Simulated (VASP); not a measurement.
Ga3Sb:

```xyz
4
Lattice="-2.1588 2.1588 4.7605 2.1588 -2.1588 4.7605 2.1588 2.1588 -4.7605" Properties=species:S:1:pos:R:3 pbc="T T T"
Ga    0.0000    2.1588    2.3802
Ga    2.1588    0.0000    2.3802
Ga    0.0000    0.0000    4.7605
Sb    0.0000    0.0000    0.0000
```

| Quantity | Value |
| --- | --- |
| Program | VASP 6.6.1 |
| Task | relaxation of cell and atoms |
| Functional | PBEsol |
| Dispersion | D3(BJ) |
| Potentials or basis | VASP PAW PBE potentials, release 64 (Ga_d, Sb) |
| Cutoff | 600 eV |
| k mesh | 14 × 14 × 14 |
| Occupations | gaussian, width 0.1 eV |
| Spin | no spin polarisation |

At the start: pressure -6.1 GPa; volume 22.19 Å³/atom.

Question: Where does the relaxation end?

Answer: Over 6 steps the energy falls by 54.3 meV/atom and the volume is 19.62 Å³/atom (-11.6 %); space group I4/mmm (No. 139, to 0.1 Å) before and after.

Step by step:
| step | energy change (eV) | largest force (eV/Å) | pressure (GPa) | volume (Å³) |
| --- | --- | --- | --- | --- |
| 1 | 0.0000 | 0.0000 | -6.06 | 88.74 |
| 2 | -0.2144 | 0.0000 | 0.09 | 78.40 |
| 3 | -0.2144 | 0.0000 | -0.08 | 78.50 |
| 4 | -0.2148 | 0.0000 | -0.01 | 78.50 |
| 5 | -0.2159 | 0.0000 | -0.02 | 78.50 |
| 6 | -0.2171 | 0.0000 | 0.01 | 78.48 |

Final structure:
```xyz
4
Lattice="-2.0933 2.0933 4.4778 2.0933 -2.0933 4.4778 2.0933 2.0933 -4.4778" Properties=species:S:1:pos:R:3 pbc="T T T"
Ga    0.0000    2.0933    2.2389
Ga    2.0933    0.0000    2.2389
Ga    0.0000    0.0000    4.4778
Sb    0.0000    0.0000    0.0000
```

Caveat: the PAW data sets were made with another functional, which shifts forces and pressure a little.
